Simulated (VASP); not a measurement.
Set up this calculation in VASP 6.6.1, as the native input.

```
Task                   : single point
Functional             : PBE
Potentials or basis    : VASP PAW PBE potentials, release 64 (Ru_pv, W_sv)
Cutoff                 : 520 eV
k mesh                 : 6 × 6 × 1
Occupations            : methfessel-paxton, width 0.1 eV
Spin                   : no spin polarisation
Dipole correction      : yes
Further INCAR settings : LREAL = Auto; ALGO = Normal; EDIFF = 1e-07; NBANDS = 118
```

The structure of Ru14W (vh.u) lies in POSCAR:

```
Ru14W
1.0
    4.0794365732      2.3552638037      0.0000000000
   -4.0794365732      2.3552638037      0.0000000000
    0.0000000000      0.0000000000     20.5936087093
Ru W
14 1
Direct
    0.3333333333      0.3331442362      0.2936484748
    0.6664775696      0.0000000000      0.2936484748
    0.0001890971      0.6668557638      0.2936484748
    0.3333333333      0.0000000000      0.3949120610
    0.6666666667      0.6666666667      0.3930061288
    1.0000000000      0.3333333333      0.3930061288
    0.3333333333      0.3354506143      0.4989796582
    0.6687839476      0.0000000000      0.4989796582
   -0.0021172809      0.6645493857      0.4989796582
    0.6666666667      0.6666666667      0.6062448520
    1.0000000000      0.3333333333      0.6062448520
    0.3333333333      0.3353369066      0.7070782301
    0.6686702399      0.0000000000      0.7070782301
   -0.0020035733      0.6646630934      0.7070782301
    0.3333333333      0.0000000000      0.6074668880
```

These files were run (other wordings do the same):

INCAR

```
SYSTEM = Ru14W
PREC     = Accurate       ! precision mode
ENCUT    = 520            ! plane-wave cutoff, eV
EDIFF    = 1E-7           ! SCF threshold, eV
ISMEAR   = 1              ! smearing method
SIGMA    = 0.1            ! smearing width, eV
LREAL    = Auto         
LASPH    = .TRUE.         ! aspherical terms in the spheres
NELM     = 100            ! most SCF steps
ALGO     = Normal         ! electronic algorithm
ISIF     = 2              ! what is computed and relaxed
LWAVE    = .FALSE.        ! write WAVECAR
LCHARG   = .FALSE.        ! write CHGCAR
LDIPOL   = .TRUE.       
IDIPOL   = 3            
DIPOL    = 0.5 0.5 0.500
GGA      = PE             ! functional
NBANDS   = 118            ! bands
```

KPOINTS

```
Automatic mesh
0
G
  6 6 1
  0 0 0
```

Potentials or basis: VASP PAW PBE potentials, release 64 (Ru_pv, W_sv).

Command:

```bash
$ cat potpaw_PBE.64/Ru_pv/POTCAR potpaw_PBE.64/W_sv/POTCAR > POTCAR
$ mpirun -np 1 vasp_std > vasp.out
```

Results of the run:

* Largest force: 0.045 eV/Å
* Band gap on the k mesh: zero (band 105 reaches 4.68 eV, above the bottom of band 106 at 4.10 eV)

Caveat: spin-orbit coupling is left out, which moves the levels of the heavy elements.

It took 19 min on 1 thread of Intel(R) Xeon(R) Platinum 8488C (Sapphire Rapids) (shared host), peak memory 0.56 GiB.
